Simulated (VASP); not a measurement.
# Nb (Im-3m) in VASP: further runs, part 2 of 2

VASP 6.6.1.

## Step 4: Single point, LDA

INCAR

```
  PREC = Accurate
  ENCUT = 520
  EDIFF = 1E-6
  ISMEAR = -1
  SIGMA = 0.03
  LREAL = False
  LASPH = True
  NELM = 100
  ALGO = Normal
  ISIF = 2
  LWAVE = False
  LCHARG = False
  GGA = CA
  NBANDS = 12
```

KPOINTS

```
regular mesh
0
Gamma
  14 14 14
```

POSCAR

```
Nb
1.0
   -1.6231103068      1.6231103068      1.6231103068
    1.6231103068     -1.6231103068      1.6231103068
    1.6231103068      1.6231103068     -1.6231103068
Nb
1
Direct
    0.0000000000      0.0000000000      0.0000000000
```

Potentials or basis: VASP PAW LDA potentials, release 64 (Nb_sv).

Launch:

```bash
$ cat potpaw_LDA.64/Nb_sv/POTCAR > POTCAR
$ mpirun -np 1 vasp_std > vasp.out
```

OUTCAR:

```text
PREC = Accurate
   ENCUT = 520
   EDIFF = 1E-6
   ISMEAR = -1
   LREAL = False
   LASPH = True
   NELM = 100
   ISIF = 2
   GGA = CA

 ion  position               nearest neighbor table
   1  0.000  0.000  0.000-

  LATTYP: Found a body centered cubic cell.
 ALAT       =     3.2462206136

  Lattice vectors:

 A1 = (  -1.6231103068,   1.6231103068,   1.6231103068)
 A2 = (   1.6231103068,  -1.6231103068,   1.6231103068)
 A3 = (   1.6231103068,   1.6231103068,  -1.6231103068)

Analysis of symmetry for initial positions (statically):
=====================================================================
 Subroutine PRICEL returns:
 Original cell was already a primitive cell.

 Routine SETGRP: Setting up the symmetry group for a
 body centered cubic supercell.

 Subroutine GETGRP returns: Found 48 space group operations
 (whereof 48 operations were pure point group operations)
 out of a pool of 48 trial point group operations.

The static configuration has the point symmetry O_h .

Analysis of symmetry for dynamics (positions and initial velocities):
=====================================================================
 Subroutine PRICEL returns:
 Original cell was already a primitive cell.

 Routine SETGRP: Setting up the symmetry group for a
 body centered cubic supercell.

 Subroutine GETGRP returns: Found 48 space group operations
 (whereof 48 operations were pure point group operations)
 out of a pool of 48 trial point group operations.

The dynamic configuration has the point symmetry O_h .

 Subroutine INISYM returns: Found 48 space group operations
 (whereof 48 operations are pure point group operations),
 and found     1 'primitive' translations

----------------------------------------------------------------------------------------

                                     Primitive cell

  volume of cell :      17.1043

  direct lattice vectors                    reciprocal lattice vectors
    -1.623110307  1.623110307  1.623110307     0.000000000  0.308050536  0.308050536
     1.623110307 -1.623110307  1.623110307     0.308050536  0.000000000  0.308050536
     1.623110307  1.623110307 -1.623110307     0.308050536  0.308050536  0.000000000

  length of vectors
     2.811309518  2.811309518  2.811309518     0.435649246  0.435649246  0.435649246

  position of ions in fractional coordinates (direct lattice)
     0.000000000  0.000000000  0.000000000

  ion indices of the primitive-cell ions
   primitive index   ion index
                 1           1

----------------------------------------------------------------------------------------

 KPOINTS: regular mesh

Automatic generation of k-mesh.
 Grid dimensions read from file:
 generate k-points for:   14   14   14

 Generating k-lattice:

  Cartesian coordinates                     Fractional coordinates (reciprocal lattice)
     0.000000000  0.022003610  0.022003610     0.071428571  0.000000000  0.000000000
     0.022003610  0.000000000  0.022003610     0.000000000  0.071428571  0.000000000
     0.022003610  0.022003610  0.000000000     0.000000000  0.000000000  0.071428571

  Length of vectors
     0.031117803  0.031117803  0.031117803

  Shift w.r.t. Gamma in fractional coordinates (k-lattice)
     0.000000000  0.000000000  0.000000000

 Subroutine IBZKPT returns following result:
 ===========================================

 Found    104 irreducible k-points:

 Following reciprocal coordinates:
            Coordinates               Weight
  0.000000  0.000000  0.000000      1.000000
  0.071429  0.000000  0.000000     12.000000
  0.142857  0.000000  0.000000     12.000000
  0.214286  0.000000  0.000000     12.000000
  0.285714  0.000000  0.000000     12.000000
  0.357143  0.000000  0.000000     12.000000
[... 16 lines left out ...]
  0.285714  0.285714  0.000000     24.000000
  0.357143  0.285714  0.000000     24.000000
 [... further k-points ...]
   k-points           NKPTS =    104   k-points in BZ     NKDIM =    104   number of bands    NBANDS=     12
   number of dos      NEDOS =    301   number of ions     NIONS =      1
   total plane-waves  NPLWV =  13824
   dimension x,y,z NGX =    24 NGY =   24 NGZ =   24
   dimension x,y,z NGXF=    48 NGYF=   48 NGZF=   48
   ions per type =               1
   NGX,Y,Z   is equivalent  to a cutoff of  14.19, 14.19, 14.19 a.u.
   NGXF,Y,Z  is equivalent  to a cutoff of  28.38, 28.38, 28.38 a.u.
 SYSTEM =  unknown system
   PREC   = accura    normal or accurate (medium, high low for compatibility)
   ISTART =      0    job   : 0-new  1-cont  2-samecut
   ICHARG =      2    charge: 1-file 2-atom 10-const
   ISPIN  =      1    spin polarized calculation?
   LNONCOLLINEAR =      F non collinear calculations
   LSORBIT =      F    spin-orbit coupling
   LASPH  =      T    aspherical Exc in radial PAW
   ENCUT  =  520.0 eV  38.22 Ry    6.18 a.u.   5.23  5.23  5.23*2*pi/ulx,y,z
   NELM   =    100;   NELMIN=  2; NELMDL= -5     # of ELM steps
   EDIFF  = 0.1E-05   stopping-criterion for ELM
   LREAL  =      F    real-space projection
   EDIFFG = 0.1E-04   stopping-criterion for IOM
   NSW    =      0    number of steps for IOM
   IBRION =     -1    ionic relax: 0-MD 1-quasi-New 2-CG
   NFREE  =      0    steps in history (QN), initial steepest desc. (CG)
   ISIF   =      2    stress and relaxation
   ISYM   =      2    0-nonsym 1-usesym 2-fastsym
   POTIM  = 0.5000    time-step for ionic-motion
   TEBEG  =    0.0;   TEEND  =   0.0 temperature during run
   PSTRESS=    0.0 pullay stress
   NELECT =      13.0000    total number of electrons
   NUPDOWN=      -1.0000    fix difference up-down
   EMIN   =  10.00;   EMAX   =-10.00  energy-range for DOS
   EFERMI =   0.00;   METHOD = LEGACY
   ISMEAR =    -1;   SIGMA  =   0.03  broadening in eV -4-tet -1-fermi 0-gaus
   EFERMI_NEDOS =   21; number of points for ismear=-14 and -15
   IALGO  =     38    algorithm
   IMIX   =      4    mixing-type and parameters
     AMIX     =   0.40;   BMIX     =  1.00
     AMIX_MAG =   1.60;   BMIX_MAG =  1.00
  volume/ion in A,a.u.               =      17.10       115.43
  Fermi-wavevector in a.u.,A,eV,Ry     =   1.494014  2.823277 30.369251  2.232077
  Thomas-Fermi vector in A             =   2.606341
   LORBIT       =      0    0 simple, 1 ext, 2 COOP (PROOUT), +10 PAW based schemes
   GGA     = CA    functional components
   LHFCALC =     F    Hartree Fock is set to
   AEXX    =    0.0000 exact exchange contribution
   IVDW    =     0    specifies the selected vdW correction
   LEPSILON=     F    determine dielectric tensor
   LRPA    =     F    only Hartree local field effects (RPA)
 non-spin polarized calculation
  energy-cutoff  :      520.00
  volume of cell :       17.10
 maximum number of plane-waves:       474
 NGX is ok and might be reduce to    24
   NGX = 11   NGY = 11   NGZ = 11

 number of electron      13.0000001 magnetization

 Free energy of the ion-electron system (eV)
  ---------------------------------------------------
  ext. energy  EPLUGINS =         0.00000000
  ---------------------------------------------------
  free energy    TOTEN  =       -11.25321127 eV

  energy without entropy =      -11.24879911  energy(sigma->0) =      -11.25100519

 E-fermi :  11.7580     XC(G=0): -12.9828

 val. band max:       11.7392896454   @ k =  -0.2857   0.4286   0.1429
 cond. band min:      11.7624006732   @ k =  -0.2857   0.3571   0.1429
 fundamental gap:      0.0231110278
 Fermi energy:        11.7579780460

 k-point     1 :       0.0000    0.0000    0.0000
  band No.  band energies     occupation
      1     -42.2765      2.00000
      2     -17.6029      2.00000
      3     -17.6029      2.00000
      4     -17.6029      2.00000
      5       5.7223      2.00000
      6      12.0532      0.00011
      7      12.0532      0.00011
      8      12.0532      0.00011
      9      15.1326      0.00000
     10      15.1326      0.00000
     11      26.1089      0.00000
     12      26.1089      0.00000

 k-point     2 :       0.0714    0.0000    0.0000
  band No.  band energies     occupation
      1     -42.2616      2.00000
      2     -17.6899      2.00000
      3     -17.6290      2.00000
      4     -17.6037      2.00000
      5       5.9466      2.00000
      6      11.9136      0.01112
      7      12.0193      0.00033
      8      12.2698      0.00000
      9      14.9182      0.00000
     10      15.1323      0.00000
     11      26.2975      0.00000
     12      26.4968      0.00000
[... 316 lines left out ...]
 k-point    24 :       0.3571    0.2857    0.0000
  band No.  band energies     occupation
      1     -41.9304      2.00000
      2     -18.8447      2.00000
      3     -18.5969      2.00000
      4     -17.8050      2.00000
      5       9.3226      2.00000
      6      10.5299      2.00000
      7      11.2506      2.00000
      8      15.3982      0.00000
      9      15.9319      0.00000
     10      22.5022      0.00000
     11      22.5131      0.00000
     12      24.3615      0.00000

 [... further k-points ...]
[... 5 lines left out ...]
  --------------------------------------------------------------------------------------
  -------------------------------------------------------------------------------------
  Total       -0.0009177     -0.0009177     -0.0009177      0.0000000      0.0000000      0.0000000
  in kB       -0.0859662     -0.0859662     -0.0859662      0.0000000      0.0000000      0.0000000
  external PRESSURE =      -0.0859662 kB  Pullay stress =       0.0000000 kB

 VOLUME and BASIS-vectors are now :
 -----------------------------------------------------------------------------
  energy-cutoff  :      520.00
  volume of cell :       17.10
      direct lattice vectors                 reciprocal lattice vectors
    -1.623110307  1.623110307  1.623110307     0.000000000  0.308050536  0.308050536
     1.623110307 -1.623110307  1.623110307     0.308050536  0.000000000  0.308050536
     1.623110307  1.623110307 -1.623110307     0.308050536  0.308050536  0.000000000

 POSITION                                       TOTAL-FORCE (eV/Angst)
 -----------------------------------------------------------------------------------
      0.00000      0.00000      0.00000        -0.000000     -0.000000      0.000000
 -----------------------------------------------------------------------------------
    total drift:                                0.000000      0.000000     -0.000000

  FREE ENERGIE OF THE ION-ELECTRON SYSTEM (eV)
  ---------------------------------------------------
  free  energy   TOTEN  =       -11.2532112678 eV

  energy  without entropy=      -11.2487991093  energy(sigma->0) =      -11.25100519
```

Run time: 26 s. Hardware: 1 thread of Intel Xeon 8259CL, shared host; peak memory 0.14 GiB.

What came out:

```
Free energy : -11.2532 eV
Pressure    : 0.0 GPa
```

Levels at points of the mesh, in eV from the Fermi level:
| k point | band 3 | band 4 | band 5 | band 6 | band 7 | band 8 | band 9 | band 10 |
| --- | --- | --- | --- | --- | --- | --- | --- | --- |
| (0.00, 0.00, 0.00) | -29.36 | -29.36 | -6.04 | 0.30 | 0.30 | 0.30 | 3.37 | 3.37 |
| (0.50, 0.00, 0.00) | -29.87 | -29.38 | -3.98 | -1.87 | 2.59 | 3.44 | 4.16 | 6.80 |
| (0.50, 0.50, 0.50) | -30.46 | -30.46 | -4.07 | -4.07 | 5.95 | 5.95 | 5.95 | 9.50 |

## Step 5: Single point, LDA

INCAR

```
ALGO = Normal ; EDIFF = 1E-6
ENCUT = 520 ; ISIF = 2
ISMEAR = -1 ; LASPH = T
LCHARG = F ; LREAL = F
LWAVE = F ; NBANDS = 12
NELM = 100 ; PREC = Accurate
SIGMA = 0.1
```

KPOINTS

```
k-points
0
Gamma
  14 14 14
```

POSCAR is that of step 4.

Launch:

```bash
$ cat potpaw_LDA.64/Nb_sv/POTCAR > POTCAR
$ mpirun -np 1 vasp_std > vasp.out
```

Wall time 29 s (1 thread of Intel Xeon 8259CL, shared host); peak memory 0.14 GiB.

The run converged. Its results:

```yaml
Free_energy: -11.2758 eV
Pressure: 0.4 GPa
```

Levels at points of the mesh, in eV from the Fermi level:
```
           k point  band 2  band 3  band 4  band 5  band 6  band 7  band 8  band 9  band 10  band 11
(0.00, 0.00, 0.00)  -29.37  -29.37  -29.37   -6.04    0.29    0.29    0.29    3.37     3.37    14.34
(0.50, 0.00, 0.00)  -30.98  -29.87  -29.39   -3.99   -1.87    2.58    3.43    4.16     6.80    11.78
(0.50, 0.50, 0.50)  -30.46  -30.46  -30.46   -4.08   -4.08    5.95    5.95    5.95     9.49     9.49
```

## Step 6: Single point, LDA (volume scaled by 0.88)

INCAR

```
ALGO     = Normal         # electronic algorithm
EDIFF    = 1E-7           # SCF threshold, eV
ENCUT    = 520            # plane-wave cutoff, eV
ISIF     = 2              # what is computed and relaxed
ISMEAR   = -1             # smearing method
LASPH    = T              # aspherical terms in the spheres
LCHARG   = T              # write CHGCAR
LELF     = T              # ELF
LREAL    = F              # projectors in reciprocal space
LVHAR    = T            
LWAVE    = F              # write WAVECAR
NBANDS   = 12             # bands
NELM     = 80             # most SCF steps
PREC     = Accurate       # precision mode
SIGMA    = 0.1            # smearing width, eV
```

KPOINTS

```
k-points
0
Gamma
  22 22 22
```

POSCAR

```
Nb
1.0
   -1.5554005972      1.5554005972      1.5554005972
    1.5554005972     -1.5554005972      1.5554005972
    1.5554005972      1.5554005972     -1.5554005972
Nb
1
Direct
    0.0000000000      0.0000000000      0.0000000000
```

Potentials or basis: VASP PAW LDA potentials, release 64 (Nb_sv).

Launch:

```bash
$ cat potpaw_LDA.64/Nb_sv/POTCAR > POTCAR
$ mpirun -np 1 vasp_std > vasp.out
```

Run time: 21 s. Hardware: 1 thread of Intel Xeon 6975P-C (Granite Rapids), shared host; peak memory 0.16 GiB.

Results (log left out):

| Quantity | Value |
| --- | --- |
| Free energy | -11.0955 eV |
| Pressure | 31.0 GPa |

Levels at points of the mesh, in eV from the Fermi level:
```
           k point  band 3  band 4  band 5  band 6  band 7  band 8  band 9  band 10
(0.00, 0.00, 0.00)  -28.93  -28.93   -6.19    0.19    0.19    0.19    3.73     3.73
(0.50, 0.00, 0.00)  -29.65  -28.97   -4.61   -2.36    3.39    3.91    4.75     7.94
(0.50, 0.50, 0.50)  -30.51  -30.51   -4.97   -4.97    6.89    6.89    6.89    10.72
```

## Step 7: Overview

```tsv
cell	k mesh	smearing	gap on the mesh (eV)	pressure (GPa)
a = 2.811 Å, angles 109.5°, 1 atom	14 × 14 × 14	fermi-dirac 0.1 eV	none	0.4
a = 2.811 Å, angles 109.5°, 1 atom	14 × 14 × 14	fermi-dirac 0.01 eV	none	-0.1
a = 2.811 Å, angles 109.5°, 1 atom	14 × 14 × 14	fermi-dirac 0.03 eV	none	0.0
a = 2.694 Å, angles 109.5°, 1 atom	22 × 22 × 22	fermi-dirac 0.1 eV	none	31.0
```

Alike in all rows: task single point; level LDA; potentials or basis VASP PAW LDA potentials, release 64 (Nb_sv); no spin polarisation; cutoff (eV) 520.

Every run on the cell as given and a fine mesh finds a metal.

Total energies depend on the potentials used, so only differences within one code and one set of settings carry meaning.
